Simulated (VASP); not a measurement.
# Sn (I4_1/amd) in VASP: further runs, part 2 of 2

VASP 6.6.1. The steps go on from the part before.

### Step 3. Relaxation of cell and atoms, PBE

This run uses another cell than the first one, of 27.17 Å³/atom, 0.953 times its volume.

Contents of INCAR:

```
PREC = Accurate
ENCUT = 600
EDIFF = 1E-6
ISMEAR = 0
SIGMA = 0.05
LREAL = False
LASPH = True
NELM = 100
ALGO = Fast
ISIF = 3
LWAVE = False
LCHARG = False
GGA = PE
IBRION = 2
NSW = 80
EDIFFG = -0.03
```

Contents of KPOINTS:

```
Automatic mesh
0
Gamma
  8 8 8
```

Contents of POSCAR:

```
Sn
1.0
   -2.9196440750      2.9196440750      1.5938000000
    2.9196440750     -2.9196440750      1.5938000000
    2.9196440750      2.9196440750     -1.5938000000
Sn
2
Direct
    0.0000000000      0.0000000000      0.0000000000
    0.7500000000      0.2500000000      0.5000000000
```

Potentials or basis: VASP PAW PBE potentials, release 64 (Sn_d).

Started as:

```bash
> cat potpaw_PBE.64/Sn_d/POTCAR > POTCAR
> mpirun -np 1 vasp_std > vasp.out
```

OUTCAR:

```text
PREC = Accurate
   ENCUT = 600
   EDIFF = 1E-6
   ISMEAR = 0
   LREAL = False
   LASPH = True
   NELM = 100
   ISIF = 3
   GGA = PE
   IBRION = 2
   NSW = 80
   EDIFFG = -0.03

 ion  position               nearest neighbor table
   1  0.000  0.000  0.000-   2 3.03   2 3.03   2 3.03   2 3.03
   2  0.750  0.250  0.500-   1 3.03   1 3.03   1 3.03   1 3.03

  LATTYP: Found a body centered tetragonal cell.
 ALAT       =     5.8392881500
 C/A-ratio  =     0.5458884573

  Lattice vectors:

 A1 = (  -2.9196440750,   2.9196440750,   1.5938000000)
 A2 = (   2.9196440750,  -2.9196440750,   1.5938000000)
 A3 = (   2.9196440750,   2.9196440750,  -1.5938000000)

Analysis of symmetry for initial positions (statically):
=====================================================================
 Subroutine PRICEL returns:
 Original cell was already a primitive cell.

 Routine SETGRP: Setting up the symmetry group for a
 body centered tetragonal supercell.

 Subroutine GETGRP returns: Found 16 space group operations
 (whereof  8 operations were pure point group operations)
 out of a pool of 16 trial point group operations.

The static configuration has the point symmetry D_2d.
 The point group associated with its full space group is D_4h.

Analysis of symmetry for dynamics (positions and initial velocities):
=====================================================================
 Subroutine PRICEL returns:
 Original cell was already a primitive cell.

 Routine SETGRP: Setting up the symmetry group for a
 body centered tetragonal supercell.

 Subroutine GETGRP returns: Found 16 space group operations
 (whereof  8 operations were pure point group operations)
 out of a pool of 16 trial point group operations.

The dynamic configuration has the point symmetry D_2d.
 The point group associated with its full space group is D_4h.

 Subroutine INISYM returns: Found 16 space group operations
 (whereof  8 operations are pure point group operations),
 and found     1 'primitive' translations

----------------------------------------------------------------------------------------

                                     Primitive cell

  volume of cell :      54.3443

  direct lattice vectors                    reciprocal lattice vectors
    -2.919644075  2.919644075  1.593800000     0.000000000  0.171253751  0.313715648
     2.919644075 -2.919644075  1.593800000     0.171253751  0.000000000  0.313715648
     2.919644075  2.919644075 -1.593800000     0.171253751  0.171253751  0.000000000

  length of vectors
     4.425928320  4.425928320  4.425928320     0.357414822  0.357414822  0.242189378

  position of ions in fractional coordinates (direct lattice)
     0.000000000  0.000000000  0.000000000
     0.750000000  0.250000000  0.500000000

  ion indices of the primitive-cell ions
   primitive index   ion index
[... 22 lines left out ...]
     0.000000000  0.000000000  0.000000000

 Subroutine IBZKPT returns following result:
 ===========================================

 Found     59 irreducible k-points:

 Following reciprocal coordinates:
            Coordinates               Weight
  0.000000  0.000000  0.000000      1.000000
  0.125000  0.000000  0.000000      8.000000
  0.250000  0.000000  0.000000      8.000000
  0.375000  0.000000 -0.000000      8.000000
  0.500000  0.000000  0.000000      4.000000
  0.125000  0.125000  0.000000      8.000000
[... 16 lines left out ...]
  0.250000  0.125000  0.125000     16.000000
  0.375000  0.125000  0.125000      8.000000
 [... further k-points ...]
   k-points           NKPTS =     59   k-points in BZ     NKDIM =     59   number of bands    NBANDS=     18
   number of dos      NEDOS =    301   number of ions     NIONS =      2
   total plane-waves  NPLWV =  46656
   dimension x,y,z NGX =    36 NGY =   36 NGZ =   36
   dimension x,y,z NGXF=    72 NGYF=   72 NGZF=   72
   ions per type =               2
   NGX,Y,Z   is equivalent  to a cutoff of  13.52, 13.52, 13.52 a.u.
   NGXF,Y,Z  is equivalent  to a cutoff of  27.04, 27.04, 27.04 a.u.
 SYSTEM =  unknown system
   PREC   = accura    normal or accurate (medium, high low for compatibility)
   ISTART =      0    job   : 0-new  1-cont  2-samecut
   ICHARG =      2    charge: 1-file 2-atom 10-const
   ISPIN  =      1    spin polarized calculation?
   LNONCOLLINEAR =      F non collinear calculations
   LSORBIT =      F    spin-orbit coupling
   LASPH  =      T    aspherical Exc in radial PAW
   ENCUT  =  600.0 eV  44.10 Ry    6.64 a.u.   8.84  8.84  8.84*2*pi/ulx,y,z
   NELM   =    100;   NELMIN=  2; NELMDL= -5     # of ELM steps
   EDIFF  = 0.1E-05   stopping-criterion for ELM
   LREAL  =      F    real-space projection
   EDIFFG = -.3E-01   stopping-criterion for IOM
   NSW    =     80    number of steps for IOM
   IBRION =      2    ionic relax: 0-MD 1-quasi-New 2-CG
   NFREE  =      1    steps in history (QN), initial steepest desc. (CG)
   ISIF   =      3    stress and relaxation
   ISYM   =      2    0-nonsym 1-usesym 2-fastsym
   POTIM  = 0.5000    time-step for ionic-motion
   TEBEG  =    0.0;   TEEND  =   0.0 temperature during run
   PSTRESS=    0.0 pullay stress
   NELECT =      28.0000    total number of electrons
   NUPDOWN=      -1.0000    fix difference up-down
   EMIN   =  10.00;   EMAX   =-10.00  energy-range for DOS
   EFERMI =   0.00;   METHOD = LEGACY
   ISMEAR =     0;   SIGMA  =   0.05  broadening in eV -4-tet -1-fermi 0-gaus
   EFERMI_NEDOS =   21; number of points for ismear=-14 and -15
   IALGO  =     68    algorithm
   IMIX   =      4    mixing-type and parameters
     AMIX     =   0.40;   BMIX     =  1.00
     AMIX_MAG =   1.60;   BMIX_MAG =  1.00
  volume/ion in A,a.u.               =      27.17       183.37
  Fermi-wavevector in a.u.,A,eV,Ry     =   1.312430  2.480134 23.435677  1.722474
  Thomas-Fermi vector in A             =   2.442823
   LORBIT       =      0    0 simple, 1 ext, 2 COOP (PROOUT), +10 PAW based schemes
   GGA     = PE    functional components
   LHFCALC =     F    Hartree Fock is set to
   AEXX    =    0.0000 exact exchange contribution
   IVDW    =     0    specifies the selected vdW correction
   LEPSILON=     F    determine dielectric tensor
   LRPA    =     F    only Hartree local field effects (RPA)
 conjugate gradient relaxation of ions
 non-spin polarized calculation
 RMM-DIIS sequential band-by-band and
 Gauss-broadening in eV      SIGMA  =   0.05
  energy-cutoff  :      600.00
  volume of cell :       54.34
 maximum number of plane-waves:      1842
   NGX = 17   NGY = 17   NGZ = 17

--------------------------------------- Ionic step        1  -------------------------------------------

 number of electron      27.9999999 magnetization

 Free energy of the ion-electron system (eV)
  ---------------------------------------------------
  ext. energy  EPLUGINS =         0.00000000
  ---------------------------------------------------
  free energy    TOTEN  =        -7.57939819 eV

  energy without entropy =       -7.57785610  energy(sigma->0) =       -7.57862714

------------------------ aborting loop because EDIFF is reached ----------------------------------------

  FORCE on cell =-STRESS in cart. coord.  units (eV):
  Direction    XX          YY          ZZ          XY          YZ          ZX
  --------------------------------------------------------------------------------------
  -------------------------------------------------------------------------------------
  Total        0.5978198      0.5978198      1.1541044      0.0000000      0.0000000      0.0000000
  in kB       17.6249223     17.6249223     34.0253073      0.0000000      0.0000000      0.0000000
  external PRESSURE =      23.0917173 kB  Pullay stress =       0.0000000 kB
[... 203 lines left out ...]
--------------------------------------- Ionic step        7  -------------------------------------------

 number of electron      27.9999996 magnetization

 Free energy of the ion-electron system (eV)
  ---------------------------------------------------
  ext. energy  EPLUGINS =         0.00000000
  ---------------------------------------------------
  free energy    TOTEN  =        -7.60213752 eV

  energy without entropy =       -7.60101904  energy(sigma->0) =       -7.60157828

 E-fermi :   7.4138     XC(G=0): -10.0917

 val. band max:        7.2926022364   @ k =  -0.2500   0.2500   0.0000
 cond. band min:       7.4186271682   @ k =  -0.3750   0.1250   0.0000
 fundamental gap:      0.1260249318
 Fermi energy:         7.4138166137

 k-point     1 :       0.0000    0.0000    0.0000
  band No.  band energies     occupation
      1     -14.1823      2.00000
      2     -14.0810      2.00000
      3     -14.0650      2.00000
      4     -14.0300      2.00000
      5     -13.9298      2.00000
      6     -13.9298      2.00000
[... 481 lines left out ...]
      5     -13.9767      2.00000
      6     -13.9182      2.00000
[... 10 lines left out ...]
     17      10.8482      0.00000
     18      11.7550      0.00000

 [... further k-points ...]
[... 5 lines left out ...]
  --------------------------------------------------------------------------------------
  -------------------------------------------------------------------------------------
  Total        0.0351989      0.0351989      0.0443383      0.0000000      0.0000000      0.0000000
  in kB        0.9928521      0.9928521      1.2506441      0.0000000      0.0000000      0.0000000
  external PRESSURE =       1.0787827 kB  Pullay stress =       0.0000000 kB
[... 17 lines left out ...]
  FREE ENERGIE OF THE ION-ELECTRON SYSTEM (eV)
  ---------------------------------------------------
  free  energy   TOTEN  =        -7.6021375199 eV

  energy  without entropy=       -7.6010190394  energy(sigma->0) =       -7.60157828

 reached required accuracy - stopping structural energy minimisation
```

OSZICAR:

```text
N       E                     dE             d eps       ncg     rms          rms(c)
DAV:   1     0.209880879608E+03    0.20988E+03   -0.16300E+04  2132   0.265E+03
DAV:   2     0.110276817600E+02   -0.19885E+03   -0.19693E+03  2124   0.479E+02
[... 63 lines left out ...]
DAV:   1    -0.760273422287E+01   -0.63254E-03   -0.16366E-02  2334   0.120E+00    0.122E-01
RMM:   2    -0.760233919345E+01    0.39503E-03   -0.66858E-04  2287   0.350E-01    0.719E-02
RMM:   3    -0.760213398666E+01    0.20521E-03   -0.30859E-04  2259   0.151E-01    0.987E-03
RMM:   4    -0.760213654042E+01   -0.25538E-05   -0.43995E-05  2406   0.763E-02    0.459E-03
RMM:   5    -0.760213744035E+01   -0.89994E-06   -0.11676E-05  2306   0.377E-02    0.130E-03
RMM:   6    -0.760213751986E+01   -0.79500E-07   -0.26388E-06  1624   0.192E-02
   7 F= -.76021375E+01 E0= -.76015783E+01  d E =-.208607E-02
```

CONTCAR:

```text
Sn
   1.00000000000000
    -2.9366625470097576    2.9366625470097576    1.6465974557865908
     2.9366625470097576   -2.9366625470097576    1.6465974557865908
     2.9366625470097576    2.9366625470097576   -1.6465974557865908
  Sn
     2
Direct
     0.0000000000000000    0.0000000000000000    0.0000000000000000
     0.7500000000000000    0.2500000000000000    0.5000000000000000

  0.00000000E+00  0.00000000E+00  0.00000000E+00
  0.00000000E+00  0.00000000E+00  0.00000000E+00
```

It took 13 min on 1 thread of AMD EPYC 7R13, shared host; peak memory 0.22 GiB.

Results:

```yaml
Free_energy: -7.6021 eV
Relaxed_volume: 28.40 Å³/atom
Relaxed_cell: a = 4.468 Å, b = 4.468 Å, c = 4.468 Å, α = 97.81°, β = 97.81°, γ = 136.75°
Space_group_after_relaxing_to_0.05_Å: I4_1/amd (No. 141)
Energy_gained_by_relaxing: 11.4 meV/atom
Ionic_steps: 7
Pressure_after_relaxing: 0.1 GPa
Band_gap_on_the_k_mesh: zero (band 14 reaches 9.07 eV, above the bottom of band 15 at 5.49 eV)
```

The path:
| step | energy change (eV) | largest force (eV/Å) | pressure (GPa) | volume (Å³) |
| --- | --- | --- | --- | --- |
| 1 | 0.0000 | 0.0000 | 2.31 | 54.34 |
| 2 | -0.0200 | 0.0000 | -0.52 | 57.48 |
| 3 | -0.0207 | 0.0000 | -0.18 | 57.01 |
| 4 | -0.0207 | 0.0000 | -0.07 | 56.96 |
| 5 | -0.0222 | 0.0000 | -0.02 | 56.88 |
| 6 | -0.0227 | 0.0000 | 0.13 | 56.78 |
| 7 | -0.0227 | 0.0000 | 0.11 | 56.80 |

Final structure:
```xyz
2
Lattice="-2.9367 2.9367 1.6466 2.9367 -2.9367 1.6466 2.9367 2.9367 -1.6466" Properties=species:S:1:pos:R:3 pbc="T T T"
Sn    0.0000    0.0000    0.0000
Sn    0.0000    2.9367    0.8233
```

Caveat: spin-orbit coupling is left out, which moves the levels of the heavy elements.
